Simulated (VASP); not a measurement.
# LaPd3S4 (Pm-3n) in VASP: further runs

The runs below take LaPd3S4 through single point, with LDA.

All numbers are computed with VASP 6.6.1; they aren't measurements. Logs are shortened: lines on timing, memory, paths and dates and some standing lists are left out, and cuts for length are marked.

## Step 1: The cell of the first run

It takes space group Pm-3n (No. 223, cubic). Conventional cell: a = 6.765 Å, b = 6.765 Å, c = 6.765 Å, α = 90.00°, β = 90.00°, γ = 90.00°. La (site symmetry m-3) has 8 S at 2.93 Å and 12 Pd at 3.78 Å within 3.9 Å. Within 3.2 Å of Pd (site symmetry -4m2) lie 4 S at 2.39 Å. S (site symmetry 32) has 3 Pd at 2.39 Å and 2 La at 2.93 Å within 3.2 Å.

## Step 2: Single point, LDA

The input, INCAR:

```
SYSTEM = LaPd3S4
  PREC = Accurate
  ENCUT = 520
  EDIFF = 1E-6
  ISMEAR = 0
  SIGMA = 0.1
  LREAL = Auto
  LASPH = .True.
  NELM = 80
  ALGO = Normal
  ISIF = 2
  LWAVE = .False.
  LCHARG = .True.
  LELF = .True.
  LVHAR = .True.
  NBANDS = 79
```

The input, KPOINTS:

```
regular mesh
0
Gamma
  4 4 4
  0 0 0
```

The input, POSCAR:

```
LaPd3S4
1.0
    6.7650254000      0.0000000000      0.0000000000
    0.0000000000      6.7650254000      0.0000000000
    0.0000000000      0.0000000000      6.7650254000
La Pd S
2 6 8
Direct
    0.5000000000      0.5000000000      0.5000000000
    0.0000000000      0.0000000000      0.0000000000
    0.7500000000      0.0000000000      0.5000000000
    0.5000000000      0.7500000000      0.0000000000
    0.0000000000      0.5000000000      0.7500000000
    0.0000000000      0.5000000000      0.2500000000
    0.2500000000      0.0000000000      0.5000000000
    0.5000000000      0.2500000000      0.0000000000
    0.7500000000      0.2500000000      0.2500000000
    0.2500000000      0.2500000000      0.7500000000
    0.2500000000      0.7500000000      0.2500000000
    0.7500000000      0.7500000000      0.7500000000
    0.2500000000      0.7500000000      0.7500000000
    0.7500000000      0.7500000000      0.2500000000
    0.2500000000      0.2500000000      0.2500000000
    0.7500000000      0.2500000000      0.7500000000
```

Potentials or basis: VASP PAW LDA potentials, release 64 (La, Pd, S).

Command:

```
> cat potpaw_LDA.64/La/POTCAR potpaw_LDA.64/Pd/POTCAR potpaw_LDA.64/S/POTCAR > POTCAR
> mpirun -np 1 vasp_std > vasp.out
```

OUTCAR:

```text
SYSTEM = LaPd3S4
   PREC = Accurate
   ENCUT = 520
   EDIFF = 1E-6
   ISMEAR = 0
   LREAL = Auto
   LASPH = .True.
   NELM = 80
   ISIF = 2

 ion  position               nearest neighbor table
   1  0.500  0.500  0.500-   9 2.93  10 2.93  11 2.93  12 2.93  13 2.93  14 2.93  15 2.93  16 2.93

   2  0.000  0.000  0.000-   9 2.93  10 2.93  11 2.93  12 2.93  13 2.93  14 2.93  15 2.93  16 2.93

   3  0.750  0.000  0.500-   9 2.39  12 2.39  14 2.39  16 2.39   7 3.38   7 3.38
   4  0.500  0.750  0.000-  11 2.39  12 2.39  13 2.39  14 2.39   8 3.38   8 3.38
   5  0.000  0.500  0.750-  10 2.39  12 2.39  13 2.39  16 2.39   6 3.38   6 3.38
   6  0.000  0.500  0.250-   9 2.39  11 2.39  14 2.39  15 2.39   5 3.38   5 3.38
   7  0.250  0.000  0.500-  10 2.39  11 2.39  13 2.39  15 2.39   3 3.38   3 3.38
   8  0.500  0.250  0.000-   9 2.39  10 2.39  15 2.39  16 2.39   4 3.38   4 3.38
   9  0.750  0.250  0.250-   3 2.39   6 2.39   8 2.39   2 2.93   1 2.93
  10  0.250  0.250  0.750-   5 2.39   7 2.39   8 2.39   2 2.93   1 2.93
  11  0.250  0.750  0.250-   4 2.39   6 2.39   7 2.39   2 2.93   1 2.93
  12  0.750  0.750  0.750-   3 2.39   4 2.39   5 2.39   2 2.93   1 2.93
  13  0.250  0.750  0.750-   4 2.39   5 2.39   7 2.39   2 2.93   1 2.93
  14  0.750  0.750  0.250-   3 2.39   4 2.39   6 2.39   2 2.93   1 2.93
  15  0.250  0.250  0.250-   6 2.39   7 2.39   8 2.39   2 2.93   1 2.93
  16  0.750  0.250  0.750-   3 2.39   5 2.39   8 2.39   2 2.93   1 2.93

  LATTYP: Found a simple cubic cell.
 ALAT       =     6.7650254000

  Lattice vectors:

 A1 = (   6.7650254000,   0.0000000000,   0.0000000000)
 A2 = (   0.0000000000,   6.7650254000,   0.0000000000)
 A3 = (   0.0000000000,   0.0000000000,   6.7650254000)

Analysis of symmetry for initial positions (statically):
=====================================================================
 Subroutine PRICEL returns:
 Original cell was already a primitive cell.

 Routine SETGRP: Setting up the symmetry group for a
 simple cubic supercell.

 Subroutine GETGRP returns: Found 48 space group operations
 (whereof 24 operations were pure point group operations)
 out of a pool of 48 trial point group operations.

The static configuration has the point symmetry T_h .
 The point group associated with its full space group is O_h .

Analysis of symmetry for dynamics (positions and initial velocities):
=====================================================================
 Subroutine PRICEL returns:
 Original cell was already a primitive cell.

 Routine SETGRP: Setting up the symmetry group for a
 simple cubic supercell.

 Subroutine GETGRP returns: Found 48 space group operations
 (whereof 24 operations were pure point group operations)
 out of a pool of 48 trial point group operations.

The dynamic configuration has the point symmetry T_h .
 The point group associated with its full space group is O_h .

 Subroutine INISYM returns: Found 48 space group operations
 (whereof 24 operations are pure point group operations),
 and found     1 'primitive' translations

----------------------------------------------------------------------------------------

                                     Primitive cell

  volume of cell :     309.6052

  direct lattice vectors                    reciprocal lattice vectors
     6.765025400  0.000000000  0.000000000     0.147819105  0.000000000  0.000000000
     0.000000000  6.765025400  0.000000000     0.000000000  0.147819105  0.000000000
     0.000000000  0.000000000  6.765025400     0.000000000  0.000000000  0.147819105

  length of vectors
     6.765025400  6.765025400  6.765025400     0.147819105  0.147819105  0.147819105

  position of ions in fractional coordinates (direct lattice)
     0.500000000  0.500000000  0.500000000
     0.000000000  0.000000000  0.000000000
     0.750000000  0.000000000  0.500000000
     0.500000000  0.750000000  0.000000000
     0.000000000  0.500000000  0.750000000
     0.000000000  0.500000000  0.250000000
[... 8 lines left out ...]
     0.250000000  0.250000000  0.250000000
     0.750000000  0.250000000  0.750000000

  ion indices of the primitive-cell ions
   primitive index   ion index
                 1           1
                 2           2
                 3           3
                 4           4
                 5           5
                 6           6
[... 8 lines left out ...]
                15          15
                16          16

----------------------------------------------------------------------------------------

 KPOINTS: regular mesh

Automatic generation of k-mesh.
 Grid dimensions read from file:
 generate k-points for:    4    4    4

 Generating k-lattice:

  Cartesian coordinates                     Fractional coordinates (reciprocal lattice)
     0.036954776  0.000000000  0.000000000     0.250000000  0.000000000  0.000000000
     0.000000000  0.036954776  0.000000000     0.000000000  0.250000000  0.000000000
     0.000000000  0.000000000  0.036954776     0.000000000  0.000000000  0.250000000

  Length of vectors
     0.036954776  0.036954776  0.036954776

  Shift w.r.t. Gamma in fractional coordinates (k-lattice)
     0.000000000  0.000000000  0.000000000

 Subroutine IBZKPT returns following result:
 ===========================================

 Found     10 irreducible k-points:

 Following reciprocal coordinates:
            Coordinates               Weight
  0.000000  0.000000  0.000000      1.000000
  0.250000  0.000000  0.000000      6.000000
  0.500000  0.000000  0.000000      3.000000
  0.250000  0.250000  0.000000     12.000000
  0.500000  0.250000  0.000000     12.000000
  0.500000  0.500000  0.000000      3.000000
  0.250000  0.250000  0.250000      8.000000
  0.500000  0.250000  0.250000     12.000000
  0.500000  0.500000  0.250000      6.000000
  0.500000  0.500000  0.500000      1.000000
   k-points           NKPTS =     10   k-points in BZ     NKDIM =     10   number of bands    NBANDS=     79
   number of dos      NEDOS =    301   number of ions     NIONS =     16
   total plane-waves  NPLWV = 125000
   dimension x,y,z NGX =    50 NGY =   50 NGZ =   50
   dimension x,y,z NGXF=   100 NGYF=  100 NGZF=  100
   ions per type =               2   6   8
   NGX,Y,Z   is equivalent  to a cutoff of  12.29, 12.29, 12.29 a.u.
   NGXF,Y,Z  is equivalent  to a cutoff of  24.57, 24.57, 24.57 a.u.
 SYSTEM =  LaPd3S4
   PREC   = accura    normal or accurate (medium, high low for compatibility)
   ISTART =      0    job   : 0-new  1-cont  2-samecut
   ICHARG =      2    charge: 1-file 2-atom 10-const
   ISPIN  =      1    spin polarized calculation?
   LNONCOLLINEAR =      F non collinear calculations
   LSORBIT =      F    spin-orbit coupling
   LASPH  =      T    aspherical Exc in radial PAW
   ENCUT  =  520.0 eV  38.22 Ry    6.18 a.u.  12.58 12.58 12.58*2*pi/ulx,y,z
   NELM   =     80;   NELMIN=  2; NELMDL= -5     # of ELM steps
   EDIFF  = 0.1E-05   stopping-criterion for ELM
   LREAL  =      T    real-space projection
   EDIFFG = 0.1E-04   stopping-criterion for IOM
   NSW    =      0    number of steps for IOM
   IBRION =     -1    ionic relax: 0-MD 1-quasi-New 2-CG
   NFREE  =      0    steps in history (QN), initial steepest desc. (CG)
   ISIF   =      2    stress and relaxation
   ISYM   =      2    0-nonsym 1-usesym 2-fastsym
   POTIM  = 0.5000    time-step for ionic-motion
   TEBEG  =    0.0;   TEEND  =   0.0 temperature during run
   PSTRESS=    0.0 pullay stress
   NELECT =     130.0000    total number of electrons
   NUPDOWN=      -1.0000    fix difference up-down
   EMIN   =  10.00;   EMAX   =-10.00  energy-range for DOS
   EFERMI =   0.00;   METHOD = LEGACY
   ISMEAR =     0;   SIGMA  =   0.10  broadening in eV -4-tet -1-fermi 0-gaus
   EFERMI_NEDOS =   21; number of points for ismear=-14 and -15
   IALGO  =     38    algorithm
   IMIX   =      4    mixing-type and parameters
     AMIX     =   0.40;   BMIX     =  1.00
     AMIX_MAG =   1.60;   BMIX_MAG =  1.00
  volume/ion in A,a.u.               =      19.35       130.58
  Fermi-wavevector in a.u.,A,eV,Ry     =   1.225895  2.316605 20.447079  1.502818
  Thomas-Fermi vector in A             =   2.360916
   LORBIT       =      0    0 simple, 1 ext, 2 COOP (PROOUT), +10 PAW based schemes
   GGA     = CA    functional components
   LHFCALC =     F    Hartree Fock is set to
   AEXX    =    0.0000 exact exchange contribution
   IVDW    =     0    specifies the selected vdW correction
   LEPSILON=     F    determine dielectric tensor
   LRPA    =     F    only Hartree local field effects (RPA)
 non-spin polarized calculation
 Gauss-broadening in eV      SIGMA  =   0.10
  energy-cutoff  :      520.00
  volume of cell :      309.61
 maximum number of plane-waves:      8385
   NGX = 25   NGY = 25   NGZ = 25

 number of electron     129.9999959 magnetization

 Free energy of the ion-electron system (eV)
  ---------------------------------------------------
  ext. energy  EPLUGINS =         0.00000000
  ---------------------------------------------------
  free energy    TOTEN  =      -103.97119344 eV

  energy without entropy =     -103.93143029  energy(sigma->0) =     -103.95131187

 E-fermi :   7.3546     XC(G=0): -11.0728

 val. band max:        7.3411100428   @ k =   0.5000   0.5000   0.0000
 cond. band min:       7.4143545201   @ k =   0.5000   0.5000   0.5000
 fundamental gap:      0.0732444774
 Fermi energy:         7.3546445741

 k-point     1 :       0.0000    0.0000    0.0000
  band No.  band energies     occupation
      1     -24.8086      2.00000
      2     -24.8053      2.00000
      3      -9.1047      2.00000
      4      -9.1047      2.00000
      5      -9.1047      2.00000
      6      -8.7944      2.00000
[... 69 lines left out ...]
     76       9.7054      0.00000
     77       9.7144      0.00000

 k-point     2 :       0.2500    0.0000    0.0000
  band No.  band energies     occupation
      1     -24.8081      2.00000
      2     -24.8057      2.00000
      3      -9.0790      2.00000
      4      -9.0611      2.00000
      5      -9.0611      2.00000
      6      -8.8683      2.00000
[... 632 lines left out ...]
 k-point    10 :       0.5000    0.5000    0.5000
  band No.  band energies     occupation
      1     -24.8068      2.00000
      2     -24.8068      2.00000
      3      -8.9713      2.00000
      4      -8.9713      2.00000
      5      -8.9713      2.00000
      6      -8.9713      2.00000
[... 69 lines left out ...]
     76       9.7994      0.00000
     77       9.8585      0.00000
 [bands above 77 left out]

------------------------ aborting loop because EDIFF is reached ----------------------------------------

  FORCE on cell =-STRESS in cart. coord.  units (eV):
  Direction    XX          YY          ZZ          XY          YZ          ZX
  --------------------------------------------------------------------------------------
  -------------------------------------------------------------------------------------
  Total      -12.8072899    -12.8072899    -12.8072899      0.0000000      0.0000000      0.0000000
  in kB      -66.2764940    -66.2764940    -66.2764940      0.0000000      0.0000000      0.0000000
  external PRESSURE =     -66.2764940 kB  Pullay stress =       0.0000000 kB

 VOLUME and BASIS-vectors are now :
 -----------------------------------------------------------------------------
  energy-cutoff  :      520.00
  volume of cell :      309.61
      direct lattice vectors                 reciprocal lattice vectors
     6.765025400  0.000000000  0.000000000     0.147819105  0.000000000  0.000000000
     0.000000000  6.765025400  0.000000000     0.000000000  0.147819105  0.000000000
     0.000000000  0.000000000  6.765025400     0.000000000  0.000000000  0.147819105

 POSITION                                       TOTAL-FORCE (eV/Angst)
 -----------------------------------------------------------------------------------
      3.38251      3.38251      3.38251         0.000000      0.000000      0.000000
      0.00000      0.00000      0.00000         0.000000      0.000000      0.000000
      5.07377      0.00000      3.38251        -0.000000      0.000000      0.000000
      3.38251      5.07377      0.00000         0.000000      0.000000     -0.000000
      0.00000      3.38251      5.07377         0.000000      0.000000      0.000000
      0.00000      3.38251      1.69126         0.000000     -0.000000     -0.000000
[... 8 lines left out ...]
      1.69126      1.69126      1.69126        -0.000000     -0.000000     -0.000000
      5.07377      1.69126      5.07377         0.000000      0.000000     -0.000000
 -----------------------------------------------------------------------------------
    total drift:                                0.000000     -0.000000     -0.000000

  FREE ENERGIE OF THE ION-ELECTRON SYSTEM (eV)
  ---------------------------------------------------
  free  energy   TOTEN  =      -103.9711934366 eV

  energy  without entropy=     -103.9314302943  energy(sigma->0) =     -103.95131187
```

It took 4.4 min on 1 thread of AMD EPYC 9R45 (Zen 5), shared host; peak memory 0.35 GiB.

Results:

```
Free energy            : -103.9712 eV
Pressure               : -6.6 GPa
Band gap on the k mesh : zero (bands 65 and 66 overlap by 0.40 eV)
```

Levels at points of the mesh, in eV from the Fermi level:
```
           k point  band 61  band 62  band 63  band 64  band 65  band 66  band 67  band 68  band 69  band 70
(0.00, 0.00, 0.00)    -1.20    -1.20    -0.95    -0.95    -0.95     0.06     0.06     1.42     1.42     1.42
(0.50, 0.00, 0.00)    -1.21    -1.21    -0.92    -0.92     0.20     0.20     0.85     0.85     1.47     1.47
(0.50, 0.50, 0.00)    -1.34    -1.34    -1.01    -0.78    -0.61    -0.01     0.56     1.03     1.03     1.60
(0.50, 0.50, 0.50)    -1.80    -1.80    -1.63    -1.63     0.06     0.06     0.06     0.06     0.06     0.06
```

Caveat: the cell stands under tension; spin-orbit coupling is left out, which moves the levels of the heavy elements.

## Step 3: Single point, LDA

This run uses another cell than the first one, of 18.19 Å³/atom.

The input, INCAR:

```
PREC = Accurate
ENCUT = 520
EDIFF = 1E-6
ISMEAR = 0
SIGMA = 0.1
LREAL = Auto
LASPH = True
NELM = 80
ALGO = Normal
ISIF = 2
LWAVE = False
LCHARG = True
LELF = True
LVHAR = True
NBANDS = 79
```

The input, KPOINTS:

```
Automatic mesh
0
Gamma
  6 6 6
```

POSCAR: that of step 2 with these lines changed.

```diff
@@ -2,5 +2,5 @@
 1.0
-    6.7650254000      0.0000000000      0.0000000000
-    0.0000000000      6.7650254000      0.0000000000
-    0.0000000000      0.0000000000      6.7650254000
+    6.6275319688      0.0000000000      0.0000000000
+    0.0000000000      6.6275319688      0.0000000000
+    0.0000000000      0.0000000000      6.6275319688
 La Pd S
```

Potentials or basis: VASP PAW LDA potentials, release 64 (La, Pd, S).

Command:

```
> cat potpaw_LDA.64/La/POTCAR potpaw_LDA.64/Pd/POTCAR potpaw_LDA.64/S/POTCAR > POTCAR
> mpirun -np 1 vasp_std > vasp.out
```

It took 9.3 min on 1 thread of AMD EPYC 9R45 (Zen 5), shared host; peak memory 0.42 GiB.

Results (log left out):

```yaml
Free_energy: -104.3774 eV
Pressure: 0.0 GPa
Band_gap_on_the_k_mesh: zero (bands 65 and 66 overlap by 0.48 eV)
```

Levels at points of the mesh, in eV from the Fermi level:
```csv
k point,band 61,band 62,band 63,band 64,band 65,band 66,band 67,band 68,band 69,band 70
"(0.00, 0.00, 0.00)",-1.26,-1.26,-1.02,-1.02,-1.02,-0.17,-0.17,1.55,1.55,1.55
"(0.50, 0.00, 0.00)",-1.27,-1.27,-0.98,-0.98,0.31,0.31,0.95,0.95,1.38,1.38
"(0.50, 0.50, 0.00)",-1.40,-1.40,-1.00,-0.76,-0.60,0.06,0.67,1.15,1.15,1.72
"(0.50, 0.50, 0.50)",-1.93,-1.93,-1.73,-1.73,0.11,0.11,0.11,0.11,0.11,0.11
```

Caveat: spin-orbit coupling is left out, which moves the levels of the heavy elements.

## Step 4: Single point, LDA

This run uses another cell than the first one, of 18.19 Å³/atom.

The input, INCAR:

```
PREC = Accurate
ENCUT = 520
EDIFF = 1E-6
ISMEAR = 0
SIGMA = 0.1
LREAL = Auto
LASPH = True
NELM = 100
ALGO = Normal
ISIF = 2
LWAVE = False
LCHARG = False
GGA = CA
NBANDS = 79
```

The input, KPOINTS:

```
regular mesh
0
Gamma
  6 6 6
```

POSCAR is that of step 3.

Command:

```
> cat potpaw_LDA.64/La/POTCAR potpaw_LDA.64/Pd/POTCAR potpaw_LDA.64/S/POTCAR > POTCAR
> mpirun -np 1 vasp_std > vasp.out
```

Run time: 10 min. Hardware: 1 thread of AMD EPYC 9R45 (Zen 5), shared host; peak memory 0.42 GiB.

It converged, with:

* Free energy: -104.3774 eV
* Pressure: 0.0 GPa
* Band gap on the k mesh: zero (bands 65 and 66 overlap by 0.48 eV)

Levels at points of the mesh, in eV from the Fermi level:
```csv
k point,band 62,band 63,band 64,band 65,band 66,band 67,band 68,band 69
"(0.00, 0.00, 0.00)",-1.26,-1.02,-1.02,-1.02,-0.17,-0.17,1.55,1.55
"(0.50, 0.00, 0.00)",-1.27,-0.98,-0.98,0.31,0.31,0.95,0.95,1.38
"(0.50, 0.50, 0.00)",-1.40,-1.00,-0.76,-0.60,0.06,0.67,1.15,1.15
"(0.50, 0.50, 0.50)",-1.93,-1.73,-1.73,0.11,0.11,0.11,0.11,0.11
```

Caveat: spin-orbit coupling is left out, which moves the levels of the heavy elements.

The gap in the log of VASP goes by the Fermi energy; the results here count the filled bands.